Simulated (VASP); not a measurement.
# Ni (P6_3/mmc) in VASP: settings compared, part 2 of 2

VASP 6.6.1.

## Step 3: Single point, r2SCAN, collinear spin, ferromagnetic start

This run uses another cell than the first one, of 9.93 Å³/atom.

POSCAR

```
Ni
1.0
    2.3980492245      0.0000000000      0.0000000000
   -1.1990246123      2.0767715480      0.0000000000
    0.0000000000      0.0000000000      3.9896657190
Ni
2
Direct
    0.6666666667      0.3333333333      0.7500000000
    0.3333333333      0.6666666667      0.2500000000
```

INCAR.step1

```
PREC = Accurate
ENCUT = 650
ISMEAR = -1
SIGMA = 0.05
LREAL = False
LASPH = True
NELM = 200
ISPIN = 2
MAGMOM = 1 1
LMAXMIX = 4
NBANDS = 29
GGA = PE
ALGO = Normal
EDIFF = 1E-5
LWAVE = True
LCHARG = False
GGA_COMPAT = False
```

INCAR.step2

```
PREC = Accurate
ENCUT = 650
EDIFF = 1E-6
ISMEAR = -1
SIGMA = 0.05
LREAL = False
LASPH = True
NELM = 200
ALGO = Normal
ISIF = 2
LWAVE = False
LCHARG = True
ISPIN = 2
MAGMOM = 1 1
LORBIT = 11
LMAXMIX = 4
METAGGA = R2SCAN
LMIXTAU = True
LELF = True
LVHAR = True
NBANDS = 29
ISTART = 1
GGA_COMPAT = False
```

KPOINTS

```
Automatic mesh
0
Gamma
  12 12 7
```

Potentials or basis: VASP PAW PBE potentials, release 64 (Ni_sv_GW).

The run is started by

```sh
> cat potpaw_PBE.64/Ni_sv_GW/POTCAR > POTCAR
> cp INCAR.step1 INCAR
> mpirun -np 1 vasp_std > vasp.out
> cp INCAR.step2 INCAR
> mpirun -np 1 vasp_std > vasp.out
```

OUTCAR:

```text
PREC = Accurate
   ENCUT = 650
   EDIFF = 1E-6
   ISMEAR = -1
   LREAL = False
   LASPH = True
   NELM = 200
   ISIF = 2
   ISPIN = 2
   LORBIT = 11
   METAGGA = R2SCAN
   ISTART = 1

 ion  position               nearest neighbor table
   1  0.667  0.333  0.750-   2 2.43   2 2.43   2 2.43   2 2.43   2 2.43   2 2.43
   2  0.333  0.667  0.250-   1 2.43   1 2.43   1 2.43   1 2.43   1 2.43   1 2.43

  LATTYP: Found a hexagonal cell.
 ALAT       =     2.3980492245
 C/A-ratio  =     1.6637130207

  Lattice vectors:

 A1 = (   2.3980492245,   0.0000000000,   0.0000000000)
 A2 = (  -1.1990246123,   2.0767715480,   0.0000000000)
 A3 = (   0.0000000000,   0.0000000000,   3.9896657190)

Analysis of symmetry for initial positions (statically):
=====================================================================
 Subroutine PRICEL returns:
 Original cell was already a primitive cell.

 Routine SETGRP: Setting up the symmetry group for a
 hexagonal supercell.

 Subroutine GETGRP returns: Found 24 space group operations
 (whereof 12 operations were pure point group operations)
 out of a pool of 24 trial point group operations.

The static configuration has the point symmetry D_3d.
 The point group associated with its full space group is D_6h.

Analysis of symmetry for dynamics (positions and initial velocities):
=====================================================================
 Subroutine PRICEL returns:
 Original cell was already a primitive cell.

 Routine SETGRP: Setting up the symmetry group for a
 hexagonal supercell.

 Subroutine GETGRP returns: Found 24 space group operations
 (whereof 12 operations were pure point group operations)
 out of a pool of 24 trial point group operations.

The dynamic configuration has the point symmetry D_3d.
 The point group associated with its full space group is D_6h.

Analysis of structural, dynamic, and magnetic symmetry:
=====================================================================
 Subroutine PRICEL returns:
 Original cell was already a primitive cell.

 Routine SETGRP: Setting up the symmetry group for a
 hexagonal supercell.

 Subroutine GETGRP returns: Found 24 space group operations
 (whereof 12 operations were pure point group operations)
 out of a pool of 24 trial point group operations.

The overall configuration has the point symmetry D_3d.
 The point group associated with its full space group is D_6h.

 Subroutine INISYM returns: Found 24 space group operations
 (whereof 12 operations are pure point group operations),
 and found     1 'primitive' translations

----------------------------------------------------------------------------------------

                                     Primitive cell

  volume of cell :      19.8693

  direct lattice vectors                    reciprocal lattice vectors
     2.398049224  0.000000000  0.000000000     0.417005618  0.240758306  0.000000000
    -1.199024612  2.076771548  0.000000000     0.000000000  0.481516612  0.000000000
     0.000000000  0.000000000  3.989665719     0.000000000  0.000000000  0.250647566

  length of vectors
     2.398049224  2.398049225  3.989665719     0.481516612  0.481516612  0.250647566

  position of ions in fractional coordinates (direct lattice)
     0.666666667  0.333333333  0.750000000
[... 72 lines left out ...]
   ISPIN  =      2    spin polarized calculation?
   LNONCOLLINEAR =      F non collinear calculations
   LSORBIT =      F    spin-orbit coupling
   LASPH  =      T    aspherical Exc in radial PAW
   ENCUT  =  650.0 eV  47.77 Ry    6.91 a.u.   4.99  4.99  8.29*2*pi/ulx,y,z
   NELM   =    200;   NELMIN=  2; NELMDL=  0     # of ELM steps
   EDIFF  = 0.1E-05   stopping-criterion for ELM
   LREAL  =      F    real-space projection
   EDIFFG = 0.1E-04   stopping-criterion for IOM
   NSW    =      0    number of steps for IOM
   IBRION =     -1    ionic relax: 0-MD 1-quasi-New 2-CG
   NFREE  =      0    steps in history (QN), initial steepest desc. (CG)
   ISIF   =      2    stress and relaxation
   ISYM   =      2    0-nonsym 1-usesym 2-fastsym
   POTIM  = 0.5000    time-step for ionic-motion
   TEBEG  =    0.0;   TEEND  =   0.0 temperature during run
   PSTRESS=    0.0 pullay stress
   NELECT =      36.0000    total number of electrons
   NUPDOWN=      -1.0000    fix difference up-down
   EMIN   =  10.00;   EMAX   =-10.00  energy-range for DOS
   EFERMI =   0.00;   METHOD = LEGACY
   ISMEAR =    -1;   SIGMA  =   0.05  broadening in eV -4-tet -1-fermi 0-gaus
   EFERMI_NEDOS =   21; number of points for ismear=-14 and -15
   IALGO  =     38    algorithm
   IMIX   =      4    mixing-type and parameters
     AMIX     =   0.40;   BMIX     =  1.00
     AMIX_MAG =   1.60;   BMIX_MAG =  1.00
  volume/ion in A,a.u.               =       9.93        67.04
  Fermi-wavevector in a.u.,A,eV,Ry     =   1.995789  3.771494 54.194351  3.983172
  Thomas-Fermi vector in A             =   3.012390
   LORBIT       =     11    0 simple, 1 ext, 2 COOP (PROOUT), +10 PAW based schemes
   METAGGA = R2SCAN    functional components
   LHFCALC =     F    Hartree Fock is set to
   AEXX    =    0.0000 exact exchange contribution
   IVDW    =     0    specifies the selected vdW correction
   LEPSILON=     F    determine dielectric tensor
   LRPA    =     F    only Hartree local field effects (RPA)
 spin polarized calculation
  energy-cutoff  :      650.00
  volume of cell :       19.87
 maximum number of plane-waves:       763
 NGX is ok and might be reduce to    20
   NGX =  9   NGY =  9   NGZ = 17

 number of electron      36.0000009 magnetization       1.4382134

 Free energy of the ion-electron system (eV)
  ---------------------------------------------------
  ext. energy  EPLUGINS =         0.00000000
  ---------------------------------------------------
  free energy    TOTEN  =       -25.66179327 eV

  energy without entropy =      -25.63602824  energy(sigma->0) =      -25.64891075

 E-fermi :   8.9318     XC(G=0): -15.7857

 val. band max:        8.9171145600   @ k =   0.1667   0.1667   0.0000
 cond. band min:       8.9326827086   @ k =   0.2500   0.0833   0.4286
 fundamental gap:      0.0155681486
 Fermi energy:         8.9317628676

 spin component 1

 k-point     1 :       0.0000    0.0000    0.0000
  band No.  band energies     occupation
      1     -98.9389      1.00000
      2     -98.8930      1.00000
      3     -57.9151      1.00000
      4     -57.7416      1.00000
      5     -57.7416      1.00000
      6     -57.7025      1.00000
[... 757 lines left out ...]
     28      35.8341      0.00000
     29      39.0960      0.00000

 [... further k-points ...]

 spin component 2

 k-point     1 :       0.0000    0.0000    0.0000
  band No.  band energies     occupation
      1     -97.6399      1.00000
      2     -97.5912      1.00000
      3     -56.6908      1.00000
      4     -56.4327      1.00000
      5     -56.4327      1.00000
      6     -56.3912      1.00000
[... 757 lines left out ...]
     28      36.0488      0.00000
     29      39.2872      0.00000

 [... further k-points ...]

------------------------ aborting loop because EDIFF is reached ----------------------------------------

  FORCE on cell =-STRESS in cart. coord.  units (eV):
  Direction    XX          YY          ZZ          XY          YZ          ZX
  --------------------------------------------------------------------------------------
  -------------------------------------------------------------------------------------
  Total        1.4607108      1.4607108      1.2332107     -0.0000000     -0.0000000      0.0000000
  in kB      117.7854100    117.7854101     99.4407816     -0.0000000     -0.0000000      0.0000000
  external PRESSURE =     111.6705339 kB  Pullay stress =       0.0000000 kB

 VOLUME and BASIS-vectors are now :
 -----------------------------------------------------------------------------
  energy-cutoff  :      650.00
  volume of cell :       19.87
      direct lattice vectors                 reciprocal lattice vectors
     2.398049224  0.000000000  0.000000000     0.417005618  0.240758306  0.000000000
    -1.199024612  2.076771548  0.000000000     0.000000000  0.481516612  0.000000000
     0.000000000  0.000000000  3.989665719     0.000000000  0.000000000  0.250647566

 POSITION                                       TOTAL-FORCE (eV/Angst)
 -----------------------------------------------------------------------------------
      1.19902      0.69226      2.99225        -0.000000      0.000000      0.000000
     -0.00000      1.38451      0.99742         0.000000     -0.000000      0.000000
 -----------------------------------------------------------------------------------
    total drift:                               -0.000000      0.000000     -0.000000

  FREE ENERGIE OF THE ION-ELECTRON SYSTEM (eV)
  ---------------------------------------------------
  free  energy   TOTEN  =       -25.6617932651 eV

  energy  without entropy=      -25.6360282353  energy(sigma->0) =      -25.64891075

 total charge

# of ion       s       p       d       f       tot
--------------------------------------------------
    1        2.256   6.358   7.832   0.007  16.452
    2        2.256   6.358   7.832   0.007  16.452
--------------------------------------------------
tot          4.511  12.715  15.664   0.014  32.904

 magnetization (x)

# of ion       s       p       d       f       tot
--------------------------------------------------
    1       -0.002  -0.029   0.810  -0.001   0.779
    2       -0.002  -0.029   0.810  -0.001   0.779
--------------------------------------------------
tot         -0.003  -0.058   1.620  -0.001   1.558
```

Wall time 7 min (1 thread of Intel Xeon Platinum 8488C (Sapphire Rapids), shared host); peak memory 0.24 GiB.

Results:

```
Free energy                                           : -25.6618 eV
Pressure                                              : 11.2 GPa
Net moment                                            : 1.44 μB per cell
Site moments                                          : Ni +0.78 μB
Valence electrons inside the program's atomic spheres : Ni 16.45
```

Caveat: the cell stands under pressure; the PAW data sets were made with another functional, which shifts forces and pressure a little.

## Step 4: Single point, PBEsol, collinear spin, ferromagnetic start

This run uses another cell than the first one, of 9.40 Å³/atom.

INCAR

```
SYSTEM = Ni
PREC     = Accurate       ! precision mode
ENCUT    = 520            ! plane-wave cutoff, eV
EDIFF    = 1E-6           ! SCF threshold, eV
ISMEAR   = -1             ! smearing method
SIGMA    = 0.05           ! smearing width, eV
LREAL    = .FALSE.        ! projectors in reciprocal space
LASPH    = .TRUE.         ! aspherical terms in the spheres
NELM     = 150            ! most SCF steps
ALGO     = Normal         ! electronic algorithm
ISIF     = 2              ! what is computed and relaxed
LWAVE    = .FALSE.        ! write WAVECAR
LCHARG   = .FALSE.        ! write CHGCAR
ISPIN    = 2              ! spin polarisation
MAGMOM   = 1 1            ! initial moments
LORBIT   = 11             ! projections on sites
LMAXMIX  = 4              ! l up to which the mixer works
GGA      = PS             ! functional
NBANDS   = 21             ! bands
```

KPOINTS

```
regular mesh
0
G
  12 12 7
  0 0 0
```

POSCAR

```
Ni
1.0
    2.3659800295      0.0000000000      0.0000000000
   -1.1829900147      2.0489988104      0.0000000000
    0.0000000000      0.0000000000      3.8777389421
Ni
2
Direct
    0.6666666667      0.3333333333      0.7500000000
    0.3333333333      0.6666666667      0.2500000000
```

Potentials or basis: VASP PAW PBE potentials, release 64 (Ni).

The run is started by

```sh
> cat potpaw_PBE.64/Ni/POTCAR > POTCAR
> mpirun -np 1 vasp_std > vasp.out
```

It took 90 s on 1 thread of Intel Xeon 8259CL, shared host; peak memory 0.17 GiB.

It converged, with:

```yaml
Free_energy: -12.0623 eV
Pressure: 29.4 GPa
Net_moment: 1.16 μB per cell
Site_moments: Ni +0.57 μB
Valence_electrons_inside_the_program's_atomic_spheres: Ni 9.62
```

Stress tensor (GPa, compression positive):
```
29.35  0.00  0.00
 0.00 29.35  0.00
 0.00  0.00 29.54
```

Levels at points of the mesh, in eV from the Fermi level:
Spin up:
| k point | band 7 | band 8 | band 9 | band 10 | band 11 | band 12 | band 13 | band 14 | band 15 | band 16 |
| --- | --- | --- | --- | --- | --- | --- | --- | --- | --- | --- |
| (0.00, 0.00, 0.00) | -2.38 | -1.87 | -1.87 | -0.69 | -0.69 | -0.69 | 6.72 | 23.81 | 27.06 | 27.06 |
| (0.50, 0.00, 0.00) | -2.34 | -0.55 | -0.46 | -0.39 | 1.38 | 3.59 | 10.27 | 11.04 | 13.59 | 15.09 |
Spin down:
```
           k point  band 7  band 8  band 9  band 10  band 11  band 12  band 13  band 14
(0.00, 0.00, 0.00)   -1.75   -1.25   -1.25    -0.70    -0.03    -0.03     7.11    23.74
(0.50, 0.00, 0.00)   -1.74    0.15    0.21     0.31     1.85     3.95    10.42    11.17
```

Caveat: the cell stands under pressure; the PAW data sets were made with another functional, which shifts forces and pressure a little.

## Step 5: Overview

```csv
level,potentials or basis,cell,cutoff (eV),gap on the mesh (eV),pressure (GPa),moment (μB)
r2SCAN,"VASP PAW PBE potentials, release 64 (Ni)","a = 2.496, b = 2.496, c = 4.153 Å, angles 90.0, 90.0, 120.0°, 2 atoms",520,none,-10.8,1.47
r2SCAN,"VASP PAW PBE potentials, release 64 (Ni_sv_GW)","a = 2.398, b = 2.398, c = 3.990 Å, angles 90.0, 90.0, 120.0°, 2 atoms",650,none,11.2,1.44
PBEsol,"VASP PAW PBE potentials, release 64 (Ni)","a = 2.366, b = 2.366, c = 3.878 Å, angles 90.0, 90.0, 120.0°, 2 atoms",520,none,29.4,1.16
```

Alike in all rows: task single point; spin collinear, ferromagnetic start; k mesh 12 × 12 × 7; smearing fermi-dirac 0.05 eV.

Caveats: the PAW data sets were made with another functional, which shifts forces and pressure a little; the cell stands under pressure (at least some runs); the cell stands under tension (at least some runs).

Total energies depend on the potentials used, so only differences within one code and one set of settings carry meaning.
